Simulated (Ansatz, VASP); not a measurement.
**Hf: VASP and Ansatz over several settings**

```
CELL_PARAMETERS angstrom
-1.79289 1.79289 1.79289
1.79289 -1.79289 1.79289
1.79289 1.79289 -1.79289
ATOMIC_POSITIONS crystal
Hf 0.00000 0.00000 0.00000
```

Single points on this cell with VASP 6.6.1 and Ansatz 0.2.0. Each row is one pair of runs. Alike in all rows: spin: off; smearing: fermi-dirac, width 0.05 eV.

```csv
level,k mesh,"VASP's potentials, cutoff","Ansatz's potentials, cutoff","gap on the k mesh at the Fermi level (eV), VASP","gap on the k mesh at the Fermi level (eV), Ansatz","pressure (GPa), VASP","pressure (GPa), Ansatz"
r2SCAN,10 × 10 × 10,"VASP PAW PBE potentials, release 64 (Hf_pv), 520 eV","Ansatz PAW, 500 eV",none,none,-4.1,-3.7
LDA,10 × 10 × 10,"VASP PAW LDA potentials, release 64 (Hf_pv), 520 eV","Ansatz PAW, 420 eV",none,none,-11.2,-11.2
PBEsol,10 × 10 × 10,"VASP PAW PBE potentials, release 64 (Hf_pv), 520 eV","Ansatz PAW, 420 eV",none,none,-7.7,-7.4
PBE0,6 × 6 × 6,"VASP PAW PBE potentials, release 64 (Hf_pv), 520 eV","Ansatz PAW, 420 eV",none,none,-2.0,-0.1
r2SCANh,5 × 5 × 5,"VASP PAW PBE potentials, release 64 (Hf_pv), 520 eV","Ansatz PAW, 500 eV",none,none,-2.7,-1.5
```

Pressure (GPa): the two programs differ by at most 1.96.

VASP's potentials hold 10 valence electrons a cell and Ansatz's 26, so a difference there can come from the potentials and not from the codes.

A gap of «none» marks a metal or a gap that the smearing closes.

The k mesh is coarse in some rows, so the values compare programs but aren't converged. Spin-orbit coupling is off throughout.
